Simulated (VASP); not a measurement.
A run of VASP 6.6.1 is set up as follows.

File INCAR:

```
PREC     = Accurate       # precision mode
ENCUT    = 520            # plane-wave cutoff, eV
EDIFF    = 1E-6           # SCF threshold, eV
ISMEAR   = -1             # smearing method
SIGMA    = 0.1            # smearing width, eV
LREAL    = F              # projectors in reciprocal space
LASPH    = T              # aspherical terms in the spheres
NELM     = 80             # most SCF steps
ALGO     = Normal         # electronic algorithm
ISIF     = 2              # what is computed and relaxed
LWAVE    = F              # write WAVECAR
LCHARG   = T              # write CHGCAR
GGA      = PS             # functional
LELF     = T              # ELF
LVHAR    = T            
NBANDS   = 9              # bands
```

Contents of KPOINTS:

```
Automatic mesh
0
Gamma
  13 13 13
```

File POSCAR:

```
Te
1.0
   -1.9631005896      1.9631005896      1.9631005896
    1.9631005896     -1.9631005896      1.9631005896
    1.9631005896      1.9631005896     -1.9631005896
Te
1
Direct
    0.0000000000      0.0000000000      0.0000000000
```

Potentials or basis: VASP PAW PBE potentials, release 64 (Te).

Launch:

```console
$ cat potpaw_PBE.64/Te/POTCAR > POTCAR
$ mpirun -np 1 vasp_std > vasp.out
```

Problem. Predict the band gap on the k mesh.

Solution. Zero (bands 3 and 4 overlap by 5.39 eV).

Problem. Predict the pressure.

Solution. -5.7 GPa.

Caveat: the cell stands under tension; the PAW data sets were made with another functional, which shifts forces and pressure a little; spin-orbit coupling is left out, which moves the levels of the heavy elements.
